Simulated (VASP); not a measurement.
# BaTe: single point with PBE

Crystal: BaTe.

```
Ba Te
1.0
     4.24643    0.00000    0.00000
     0.00000    4.24643    0.00000
     0.00000    0.00000    4.23019
Ba Te
1 1
Direct
  0.50000 0.50000 0.08717
  0.00000 0.00000 0.58736
```

The cell was generated, and may not be a known phase.

```
Program             : VASP 6.6.1
Task                : single point
Functional          : PBE
Potentials or basis : VASP PAW PBE potentials, release 64 (Ba_sv, Te)
Cutoff              : 520 eV
k mesh              : 4 × 4 × 6
Occupations         : gaussian, width 0.1 eV
Spin                : no spin polarisation
```

| Item | Value |
| --- | --- |
| Pressure | 0.6 GPa |
| Band gap on the k mesh | 0.72 eV (least direct gap 0.92 eV) |

Levels at points of the mesh, in eV from the valence-band top:
```csv
k point,band 5,band 6,band 7,band 8,band 9,band 10,band 11,band 12
"(0.00, 0.00, 0.00)",-10.44,-0.41,-0.41,-0.38,0.72,0.72,2.42,4.51
"(0.50, 0.00, 0.00)",-9.66,-3.46,-0.93,-0.89,1.52,4.80,4.93,4.93
"(0.50, 0.50, 0.00)",-9.87,-2.09,-2.09,0.00,0.92,2.53,2.89,2.89
"(0.00, 0.00, 0.50)",-9.65,-3.46,-0.93,-0.93,1.54,4.79,4.92,4.96
"(0.50, 0.00, 0.50)",-9.86,-2.10,-2.09,-0.03,0.94,2.49,2.85,2.87
"(0.50, 0.50, 0.50)",-9.47,-2.98,-2.98,-2.98,4.75,4.75,4.77,6.31
```

Run time: 22 s on 1 thread of Intel Xeon 8259CL, with other jobs on the host, peak memory 0.19 GiB.

Caveat: semilocal functionals underestimate gaps, and a narrow one can read as zero; spin-orbit coupling is left out, which moves the levels of the heavy elements. A k mesh can miss the band edges.
